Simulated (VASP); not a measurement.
# Na5H (P-62m) in VASP: a series of runs, part 2 of 2

VASP 6.6.1. The steps go on from the part before.

**3. Single point, PBE**

This run uses another cell than the first one, of 31.06 Å³/atom, 1.269 times its volume.

The input, INCAR:

```
PREC = Accurate ; ENCUT = 520
EDIFF = 1E-6 ; ISMEAR = 0
SIGMA = 0.1 ; LREAL = False
LASPH = True ; NELM = 100
ALGO = Normal ; ISIF = 2
LWAVE = False ; LCHARG = True
GGA = PE ; LELF = True
LVHAR = True ; NBANDS = 27
```

The input, KPOINTS:

```
regular mesh
0
Gamma
  3 3 4
```

The input, POSCAR:

```
Na5H
1.0
    7.9990863573      0.0000000000      0.0000000000
   -3.9995431786      6.9274119924      0.0000000000
    0.0000000000      0.0000000000      3.3630907099
Na H
5 1
Direct
    0.0000000000      0.7689647640      0.0000000000
    0.7689647640      0.0000000000      0.0000000000
    0.2310352360      0.2310352360      0.0000000000
    0.6666666667      0.3333333333      0.5000000000
    0.3333333333      0.6666666667      0.5000000000
    0.0000000000      0.0000000000      0.5000000000
```

Potentials or basis: VASP PAW PBE potentials, release 64 (Na_pv, H).

Run with:

```sh
> cat potpaw_PBE.64/Na_pv/POTCAR potpaw_PBE.64/H/POTCAR > POTCAR
> mpirun -np 1 vasp_std > vasp.out
```

OUTCAR:

```text
PREC = Accurate
   ENCUT = 520
   EDIFF = 1E-6
   ISMEAR = 0
   LREAL = False
   LASPH = True
   NELM = 100
   ISIF = 2
   GGA = PE

 ion  position               nearest neighbor table
   1  0.000  0.769  0.000-
   2  0.769  0.000  0.000-
   3  0.231  0.231  0.000-
   4  0.667  0.333  0.500-
   5  0.333  0.667  0.500-
   6  0.000  0.000  0.500-

  LATTYP: Found a hexagonal cell.
 ALAT       =     7.9990863573
 C/A-ratio  =     0.4204343546

  Lattice vectors:

 A1 = (   7.9990863573,   0.0000000000,   0.0000000000)
 A2 = (  -3.9995431786,   6.9274119924,   0.0000000000)
 A3 = (   0.0000000000,   0.0000000000,   3.3630907099)

Analysis of symmetry for initial positions (statically):
=====================================================================
 Subroutine PRICEL returns:
 Original cell was already a primitive cell.

 Routine SETGRP: Setting up the symmetry group for a
 hexagonal supercell.

 Subroutine GETGRP returns: Found 12 space group operations
 (whereof 12 operations were pure point group operations)
 out of a pool of 24 trial point group operations.

The static configuration has the point symmetry D_3h.

Analysis of symmetry for dynamics (positions and initial velocities):
=====================================================================
 Subroutine PRICEL returns:
 Original cell was already a primitive cell.

 Routine SETGRP: Setting up the symmetry group for a
 hexagonal supercell.

 Subroutine GETGRP returns: Found 12 space group operations
 (whereof 12 operations were pure point group operations)
[... 107 lines left out ...]
   EMIN   =  10.00;   EMAX   =-10.00  energy-range for DOS
   EFERMI =   0.00;   METHOD = LEGACY
   ISMEAR =     0;   SIGMA  =   0.10  broadening in eV -4-tet -1-fermi 0-gaus
   EFERMI_NEDOS =   21; number of points for ismear=-14 and -15
   IALGO  =     38    algorithm
   IMIX   =      4    mixing-type and parameters
     AMIX     =   0.40;   BMIX     =  1.00
     AMIX_MAG =   1.60;   BMIX_MAG =  1.00
  volume/ion in A,a.u.               =      31.06       209.60
  Fermi-wavevector in a.u.,A,eV,Ry     =   0.946366  1.788372 12.185488  0.895608
  Thomas-Fermi vector in A             =   2.074357
   LORBIT       =      0    0 simple, 1 ext, 2 COOP (PROOUT), +10 PAW based schemes
   GGA     = PE    functional components
   LHFCALC =     F    Hartree Fock is set to
   AEXX    =    0.0000 exact exchange contribution
   IVDW    =     0    specifies the selected vdW correction
   LEPSILON=     F    determine dielectric tensor
   LRPA    =     F    only Hartree local field effects (RPA)
 non-spin polarized calculation
 Gauss-broadening in eV      SIGMA  =   0.10
  energy-cutoff  :      520.00
  volume of cell :      186.36
 maximum number of plane-waves:      5064
 NGX is ok and might be reduce to    60
   NGX = 29   NGY = 29   NGZ = 13

 number of electron      36.0000025 magnetization

 Free energy of the ion-electron system (eV)
  ---------------------------------------------------
  ext. energy  EPLUGINS =         0.00000000
  ---------------------------------------------------
  free energy    TOTEN  =        -9.43668231 eV

  energy without entropy =       -9.41577478  energy(sigma->0) =       -9.42622854

 E-fermi :   0.4666     XC(G=0):  -6.5449

 val. band max:        0.4390389883   @ k =   0.0000   0.0000   0.5000
 cond. band min:       0.4755099786   @ k =   0.0000   0.0000   0.0000
 fundamental gap:      0.0364709903
 Fermi energy:         0.4666353428

 k-point     1 :       0.0000    0.0000    0.0000
  band No.  band energies     occupation
      1     -24.7918      2.00000
      2     -24.7918      2.00000
      3     -24.7894      2.00000
      4     -24.7666      2.00000
      5     -24.7358      2.00000
      6     -24.7358      2.00000
[... 259 lines left out ...]
     26       4.5485      0.00000
     27       4.5485      0.00000

------------------------ aborting loop because EDIFF is reached ----------------------------------------

  FORCE on cell =-STRESS in cart. coord.  units (eV):
  Direction    XX          YY          ZZ          XY          YZ          ZX
  --------------------------------------------------------------------------------------
  -------------------------------------------------------------------------------------
  Total        0.3696500      0.3696500     -0.2718423      0.0000000     -0.0000000      0.0000000
  in kB        3.1779811      3.1779811     -2.3371019      0.0000000     -0.0000000      0.0000000
  external PRESSURE =       1.3396201 kB  Pullay stress =       0.0000000 kB

 VOLUME and BASIS-vectors are now :
 -----------------------------------------------------------------------------
  energy-cutoff  :      520.00
  volume of cell :      186.36
      direct lattice vectors                 reciprocal lattice vectors
     7.999086357  0.000000000  0.000000000     0.125014277  0.072177027  0.000000000
    -3.999543179  6.927411992  0.000000000     0.000000000  0.144354053  0.000000000
     0.000000000  0.000000000  3.363090710     0.000000000  0.000000000  0.297345533

 POSITION                                       TOTAL-FORCE (eV/Angst)
 -----------------------------------------------------------------------------------
     -3.07551      5.32694      0.00000         0.003228     -0.005591     -0.000000
      6.15102      0.00000      0.00000        -0.006455     -0.000000      0.000000
      0.92404      1.60048      0.00000         0.003228      0.005591      0.000000
      3.99954      2.30914      1.68155        -0.000000     -0.000000      0.000000
     -0.00000      4.61827      1.68155        -0.000000      0.000000      0.000000
      0.00000      0.00000      1.68155        -0.000000      0.000000      0.000000
 -----------------------------------------------------------------------------------
    total drift:                               -0.000000     -0.000001      0.000000

  FREE ENERGIE OF THE ION-ELECTRON SYSTEM (eV)
  ---------------------------------------------------
  free  energy   TOTEN  =        -9.4366823053 eV

  energy  without entropy=       -9.4157747825  energy(sigma->0) =       -9.42622854
```

Wall time 21 s (1 thread of Intel Xeon Platinum 8559C (Emerald Rapids), shared host); peak memory 0.31 GiB.

Results:

```yaml
Free_energy: -9.4367 eV
Pressure: 0.1 GPa
Largest_force: 0.006 eV/Å
Band_gap_on_the_k_mesh: zero (band 18 reaches 1.43 eV, above the bottom of band 19 at -0.38 eV)
```

Forces on the atoms (eV/Å):
```
Na   0.003 -0.006  0.000
Na  -0.006  0.000  0.000
Na   0.003  0.006  0.000
Na   0.000  0.000  0.000
Na   0.000  0.000  0.000
H    0.000  0.000  0.000
```

Stress tensor (GPa, compression positive):
```
 0.32  0.00  0.00
 0.00  0.32  0.00
 0.00  0.00 -0.23
```

Caveat: the k points lie up to 0.47 Å⁻¹ apart.

**4. Single point, PBE**

This run uses another cell than the first one, of 31.06 Å³/atom, 1.269 times its volume.

The input, INCAR:

```
PREC = Accurate
ENCUT = 520
EDIFF = 1E-6
ISMEAR = 0
SIGMA = 0.1
LREAL = F
LASPH = T
NELM = 60
ALGO = Normal
ISIF = 2
LWAVE = F
LCHARG = T
GGA = PE
LELF = T
LVHAR = T
NBANDS = 27
```

The input, KPOINTS:

```
regular mesh
0
Gamma
  3 3 6
```

Changes to POSCAR since step 3:

```diff
@@ -2,4 +2,4 @@
 1.0
-    7.9990863573      0.0000000000      0.0000000000
-   -3.9995431786      6.9274119924      0.0000000000
+    7.9990863572      0.0000000000      0.0000000000
+   -3.9995431786      6.9274119925      0.0000000000
     0.0000000000      0.0000000000      3.3630907099
```

Run with:

```sh
> cat potpaw_PBE.64/Na_pv/POTCAR potpaw_PBE.64/H/POTCAR > POTCAR
> mpirun -np 1 vasp_std > vasp.out
```

Run time: 25 s. Hardware: 1 thread of Intel Xeon Platinum 8559C (Emerald Rapids), shared host; peak memory 0.31 GiB.

The run converged. Its results:

```
Free energy            : -9.4415 eV
Pressure               : 0.1 GPa
Largest force          : 0.015 eV/Å
Band gap on the k mesh : zero (band 18 reaches 1.57 eV, above the bottom of band 19 at -0.38 eV)
```

Forces on the atoms (eV/Å):
```
Na   0.008 -0.013  0.000
Na  -0.015  0.000  0.000
Na   0.008  0.013  0.000
Na   0.000  0.000  0.000
Na   0.000  0.000  0.000
H    0.000  0.000  0.000
```

Stress tensor (GPa, compression positive):
```
0.12 0.00 0.00
0.00 0.12 0.00
0.00 0.00 0.21
```

Levels at points of the mesh, in eV from the Fermi level:
| k point | band 15 | band 16 | band 17 | band 18 | band 19 | band 20 | band 21 | band 22 |
| --- | --- | --- | --- | --- | --- | --- | --- | --- |
| (0.00, 0.00, 0.00) | -25.00 | -4.76 | -2.29 | -0.31 | -0.31 | -0.15 | 0.03 | 0.03 |
| (0.00, 0.00, 0.50) | -25.01 | -3.19 | -0.01 | 0.87 | 2.43 | 2.43 | 2.46 | 2.51 |

**5. Relaxation of cell and atoms, PBE**

The input, INCAR:

```
  ALGO = Normal
  EDIFF = 1E-6
  EDIFFG = -0.04
  ENCUT = 600
  GGA = PE
  IBRION = 2
  ISIF = 3
  ISMEAR = 0
  LASPH = T
  LCHARG = F
  LREAL = F
  LWAVE = F
  NELM = 80
  NSW = 90
  PREC = Accurate
  SIGMA = 0.1
```

The input, KPOINTS:

```
k-points
0
Gamma
  3 3 4
```

The input, POSCAR:

```
Na5H
1.0
    5.7652214800      0.0000000000      0.0000000000
   -2.8826107400      4.9928282600      0.0000000000
    0.0000000000      0.0000000000      5.1009950700
Na H
5 1
Direct
    0.0000000000      0.6075096100      0.0000000000
    0.6075096100      0.0000000000      0.0000000000
    0.3924903900      0.3924903900      0.0000000000
    0.6666666700      0.3333333300      0.5000000000
    0.3333333300      0.6666666700      0.5000000000
    0.0000000000      0.0000000000      0.5000000000
```

Potentials or basis: VASP PAW PBE potentials, release 64 (Na_pv, H).

Run with:

```sh
> cat potpaw_PBE.64/Na_pv/POTCAR potpaw_PBE.64/H/POTCAR > POTCAR
> mpirun -np 1 vasp_std > vasp.out
```

OUTCAR:

```text
EDIFF = 1E-6
   EDIFFG = -0.04
   ENCUT = 600
   GGA = PE
   IBRION = 2
   ISIF = 3
   ISMEAR = 0
   LASPH = T
   LREAL = F
   NELM = 80
   NSW = 90
   PREC = Accurate

 ion  position               nearest neighbor table
   1  0.000  0.608  0.000-
   2  0.608  0.000  0.000-
   3  0.392  0.392  0.000-
   4  0.667  0.333  0.500-
   5  0.333  0.667  0.500-
   6  0.000  0.000  0.500-

  LATTYP: Found a hexagonal cell.
 ALAT       =     5.7652214800
 C/A-ratio  =     0.8847873560

  Lattice vectors:

 A1 = (   5.7652214800,   0.0000000000,   0.0000000000)
 A2 = (  -2.8826107400,   4.9928282600,   0.0000000000)
 A3 = (   0.0000000000,   0.0000000000,   5.1009950700)

Analysis of symmetry for initial positions (statically):
=====================================================================
 Subroutine PRICEL returns:
 Original cell was already a primitive cell.

 Routine SETGRP: Setting up the symmetry group for a
 hexagonal supercell.

 Subroutine GETGRP returns: Found 12 space group operations
 (whereof 12 operations were pure point group operations)
 out of a pool of 24 trial point group operations.

The static configuration has the point symmetry D_3h.

Analysis of symmetry for dynamics (positions and initial velocities):
=====================================================================
 Subroutine PRICEL returns:
 Original cell was already a primitive cell.

 Routine SETGRP: Setting up the symmetry group for a
 hexagonal supercell.

 Subroutine GETGRP returns: Found 12 space group operations
 (whereof 12 operations were pure point group operations)
 out of a pool of 24 trial point group operations.

The dynamic configuration has the point symmetry D_3h.

 Subroutine INISYM returns: Found 12 space group operations
 (whereof 12 operations are pure point group operations),
 and found     1 'primitive' translations

----------------------------------------------------------------------------------------

[... 121 lines left out ...]
 NGX is ok and might be reduce to    48
   NGX = 23   NGY = 23   NGZ = 21

--------------------------------------- Ionic step        1  -------------------------------------------

 number of electron      36.0000014 magnetization

 Free energy of the ion-electron system (eV)
  ---------------------------------------------------
  ext. energy  EPLUGINS =         0.00000000
  ---------------------------------------------------
  free energy    TOTEN  =        -7.51123134 eV

  energy without entropy =       -7.51082569  energy(sigma->0) =       -7.51102851

------------------------ aborting loop because EDIFF is reached ----------------------------------------

  FORCE on cell =-STRESS in cart. coord.  units (eV):
  Direction    XX          YY          ZZ          XY          YZ          ZX
  --------------------------------------------------------------------------------------
  -------------------------------------------------------------------------------------
  Total        3.4800591      3.4800591      5.1442238      0.0000000      0.0000000      0.0000000
  in kB       37.9734171     37.9734171     56.1323096      0.0000000      0.0000000      0.0000000
  external PRESSURE =      44.0263813 kB  Pullay stress =       0.0000000 kB
[... 101 lines left out ...]
  FREE ENERGIE OF THE ION-ELECTRON SYSTEM (eV)
  ---------------------------------------------------
  free  energy   TOTEN  =        -8.2774692873 eV

  energy  without entropy=       -8.2751601113  energy(sigma->0) =       -8.27631470

 E-fermi :  -0.0077     XC(G=0):  -6.4441

 val. band max:       -0.1292818018   @ k =   0.3333  -0.0000   0.0000
 cond. band min:       0.0564474467   @ k =   0.3333   0.3333   0.5000
 fundamental gap:      0.1857292485
 Fermi energy:        -0.0076530112

 k-point     1 :       0.0000    0.0000    0.0000
  band No.  band energies     occupation
      1     -24.9841      2.00000
      2     -24.9715      2.00000
      3     -24.9715      2.00000
      4     -24.9592      2.00000
      5     -24.9592      2.00000
      6     -24.9589      2.00000
[... 214 lines left out ...]
     21       0.0564      0.36466
     22       2.9379      0.00000

[... ionic steps 4 to 24 ...]

--------------------------------------- Ionic step       25  -------------------------------------------

 number of electron      35.9999901 magnetization

------------------------ aborting loop because EDIFF is reached ----------------------------------------
[... 75 lines left out ...]
--------------------------------------- Ionic step       27  -------------------------------------------

 number of electron      35.9999892 magnetization

 Free energy of the ion-electron system (eV)
  ---------------------------------------------------
  ext. energy  EPLUGINS =         0.00000000
  ---------------------------------------------------
  free energy    TOTEN  =        -9.37747062 eV

  energy without entropy =       -9.35780674  energy(sigma->0) =       -9.36763868

 E-fermi :   0.3908     XC(G=0):  -6.4736

 val. band max:        0.3877233029   @ k =   0.0000   0.0000   0.0000
 cond. band min:       0.4570340536   @ k =   0.0000   0.0000   0.5000
 fundamental gap:      0.0693107507
 Fermi energy:         0.3908232739

 k-point     1 :       0.0000    0.0000    0.0000
  band No.  band energies     occupation
      1     -24.8753      2.00000
      2     -24.8753      2.00000
      3     -24.8712      2.00000
      4     -24.8518      2.00000
      5     -24.8204      2.00000
      6     -24.8204      2.00000
[... 247 lines left out ...]
  FREE ENERGIE OF THE ION-ELECTRON SYSTEM (eV)
  ---------------------------------------------------
  free  energy   TOTEN  =        -9.3774706154 eV

  energy  without entropy=       -9.3578067441  energy(sigma->0) =       -9.36763868

 reached required accuracy - stopping structural energy minimisation
```

CONTCAR:

```text
Na5H
   1.00000000000000
     8.1284064844033530    0.0000000000000000    0.0000000000000000
    -4.0642032422016765    7.0394065074994687   -0.0000000000000001
     0.0000000000000000   -0.0000000000000000    3.3424382145258256
  Na              H
     5     1
Direct
     0.0000000000000369    0.7712552643285516    0.0000000000000000
     0.7712552643284776    0.0000000000000000    0.0000000000000000
     0.2287447356714855    0.2287447356714487    0.0000000000000000
     0.6666666699999979    0.3333333300000021    0.5000000000000000
     0.3333333300000021    0.6666666699999979    0.5000000000000000
     0.0000000000000000    0.0000000000000000    0.5000000000000000

  0.00000000E+00  0.00000000E+00  0.00000000E+00
  0.00000000E+00  0.00000000E+00  0.00000000E+00
  0.00000000E+00  0.00000000E+00  0.00000000E+00
  0.00000000E+00  0.00000000E+00  0.00000000E+00
  0.00000000E+00  0.00000000E+00  0.00000000E+00
  0.00000000E+00  0.00000000E+00  0.00000000E+00
```

Run time: 5.1 min. Hardware: 1 thread of Intel Xeon Platinum 8559C (Emerald Rapids), shared host; peak memory 0.31 GiB.

What came out:

* Free energy: -9.3775 eV
* Relaxed volume: 31.88 Å³/atom
* Relaxed cell: a = 8.128 Å, b = 8.128 Å, c = 3.342 Å, α = 90.00°, β = 90.00°, γ = 120.00°
* Space group after relaxing (to 0.05 Å): P-62m (No. 189)
* Energy gained by relaxing: 311.0 meV/atom
* Ionic steps: 27
* Pressure after relaxing: -0.1 GPa
* Largest force after relaxing: 0.019 eV/Å

Forces on the atoms (eV/Å):
```
Na   0.009 -0.016  0.000
Na  -0.019  0.000  0.000
Na   0.009  0.016  0.000
Na   0.000  0.000  0.000
Na   0.000  0.000  0.000
H    0.000  0.000  0.000
```

The path:
| step | energy change (eV) | largest force (eV/Å) | pressure (GPa) | volume (Å³) |
| --- | --- | --- | --- | --- |
| 1 | 0.0000 | 0.8164 | 4.40 | 146.83 |
| 2 | -0.4100 | 0.6578 | 2.49 | 161.58 |
| 3 | -0.7662 | 0.3998 | 0.18 | 192.54 |
| 4 | -0.7859 | 0.3409 | -0.26 | 201.53 |
| 5 | -0.7864 | 0.3332 | -0.33 | 202.82 |
| 6 | -0.8164 | 0.3240 | -0.31 | 201.00 |
| 7 | -0.8997 | 0.2875 | -0.26 | 195.61 |
| 8 | -1.0219 | 0.1536 | -0.12 | 185.10 |
| 9 | -0.7549 | 0.7900 | 1.01 | 165.21 |
| 10 | -1.0359 | 0.1024 | -0.01 | 182.03 |
| 11 | -1.0407 | 0.0231 | 0.16 | 178.11 |
| 12 | -1.0421 | 0.0266 | 0.11 | 179.50 |
| 13 | -1.0576 | 0.0125 | -0.02 | 181.19 |
| 14 | -1.1013 | 0.0194 | -0.27 | 185.66 |
| 15 | -1.2544 | 0.0034 | -0.52 | 191.53 |
| 16 | -1.7923 | 0.0572 | -0.19 | 188.63 |
| 17 | 44.7130 | 3.9089 | 47.22 | 104.86 |
| 18 | -1.7781 | 0.2424 | -0.01 | 188.10 |
| 19 | -1.8173 | 0.3146 | 0.26 | 185.40 |
| 20 | -1.8275 | 0.2809 | 0.20 | 188.20 |
| 21 | -1.8275 | 0.2802 | 0.19 | 188.18 |
| 22 | -1.8381 | 0.2404 | 0.14 | 188.82 |
| 23 | -1.8588 | 0.1230 | -0.02 | 190.73 |
| 24 | -1.8566 | 0.0709 | -0.31 | 194.57 |
| 25 | -1.8643 | 0.0238 | -0.18 | 192.58 |
| 26 | -1.8643 | 0.0318 | -0.11 | 192.45 |
| 27 | -1.8662 | 0.0186 | -0.12 | 191.25 |

Final structure:
```cif
data_structure
_symmetry_space_group_name_H-M 'P 1'
_symmetry_Int_Tables_number 1
_cell_length_a 8.1284
_cell_length_b 8.1284
_cell_length_c 3.3424
_cell_angle_alpha 90.000
_cell_angle_beta 90.000
_cell_angle_gamma 120.000
_cell_volume 191.25
loop_
_atom_site_label
_atom_site_type_symbol
_atom_site_fract_x
_atom_site_fract_y
_atom_site_fract_z
_atom_site_occupancy
Na1 Na 0.00000 0.77126 0.00000 1
Na2 Na 0.77126 0.00000 0.00000 1
Na3 Na 0.22874 0.22874 0.00000 1
Na4 Na 0.66667 0.33333 0.50000 1
Na5 Na 0.33333 0.66667 0.50000 1
H1 H 0.00000 0.00000 0.50000 1
```

Caveat: the k points lie up to 0.47 Å⁻¹ apart in the final cell; the volume moved by over 15 % at a fixed basis, so the end points are rough; the bands computed are all filled at some k points, so no gap is given.

**6. The runs side by side**

| task | cell | k mesh | cutoff (eV) | gap on the mesh (eV) | pressure (GPa) | largest force (eV/Å) |
| --- | --- | --- | --- | --- | --- | --- |
| single point | a = 5.765, b = 5.765, c = 5.101 Å, angles 90.0, 90.0, 120.0°, 6 atoms | 3 × 3 × 4 | 520 | none | 4.4 | 0.82 |
| single point | a = 7.999, b = 7.999, c = 3.363 Å, angles 90.0, 90.0, 120.0°, 6 atoms | 3 × 3 × 4 | 520 | none | 0.1 | 0.01 |
| single point | a = 7.999, b = 7.999, c = 3.363 Å, angles 90.0, 90.0, 120.0°, 6 atoms | 3 × 3 × 6 | 520 | none | 0.1 | 0.02 |
| relaxation of cell and atoms | relaxed from a = 5.765, b = 5.765, c = 5.101 Å, angles 90.0, 90.0, 120.0°, 6 atoms | 3 × 3 × 4 | 600 | - | -0.1 | 0.02 |

Alike in all rows: level PBE; potentials or basis VASP PAW PBE potentials, release 64 (Na_pv, H); no spin polarisation; smearing gaussian 0.1 eV.

Caveats: some runs use coarse meshes; the volume moved by over 15 % at a fixed basis, so the end points are rough (some runs); the bands computed are all filled at some k points, so no gap is given (some runs).

Absolute energies hang on the potentials; compare differences alone.
